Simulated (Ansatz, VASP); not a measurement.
# SiGeO4: VASP beside Ansatz

```xyz
24
Lattice="9.1852 0.0000 0.0000 0.0000 9.1852 0.0000 0.0000 0.0000 5.5128" Properties=species:S:1:pos:R:3 pbc="T T T"
Si    6.2505    6.2505    0.0000
Si    1.6579    7.5273    2.7564
Si    7.5273    1.6579    2.7564
Si    2.9347    2.9347    0.0000
Ge    7.5273    7.5273    2.7564
Ge    1.6579    1.6579    2.7564
Ge    6.2505    2.9347    0.0000
Ge    2.9347    6.2505    0.0000
O     6.8707    6.8707    4.1739
O     2.3145    2.3145    1.3388
O     6.8707    6.8707    1.3388
O     2.3145    2.3145    4.1739
O     6.2505    4.6400    0.0000
O     4.6400    6.2505    0.0000
O     0.0473    7.5273    2.7564
O     4.5453    2.9347    0.0000
O     7.5273    0.0473    2.7564
O     2.9347    4.5453    0.0000
O     1.6579    9.1379    2.7564
O     2.2781    6.9072    1.4175
O     2.2781    6.9072    4.0952
O     9.1379    1.6579    2.7564
O     6.9072    2.2781    1.4175
O     6.9072    2.2781    4.0952
```

Alike in both runs: task single point; functional PBE; k mesh 2 × 2 × 4; occupations gaussian, width 0.1 eV; no spin polarisation.

```csv
,VASP,Ansatz
version,VASP 6.6.1,Ansatz 0.2.0
potentials or method,"VASP PAW PBE potentials, release 64 (Si, Ge_d, O), cutoff 520 eV","scalar-relativistic, plane waves, PAW"
valence electrons in the cell,168,168
```

Ansatz gave:

| Quantity | Value |
| --- | --- |
| gap on the k mesh at the Fermi level (eV) | 3.34 |
| least direct gap on the mesh (eV) | 3.34 |
| pressure (GPa) | 6.4 |
| traceless stress, the component that is largest in VASP (GPa) | -2.31 |
| rms of the force components (eV/Å) | 1.204 |

Question: Estimate VASP's values.

Answer: gap on the k mesh at the Fermi level (eV): 3.32; least direct gap on the mesh (eV): 3.32; pressure (GPa): 6.1; traceless stress, the component that is largest in VASP (GPa): -2.41; rms of the force components (eV/Å): 1.201.

Atom by atom the forces differ by 0.057 eV/Å (rms over components). With one functional, cell and mesh, what is left measures potentials, basis and numerics.
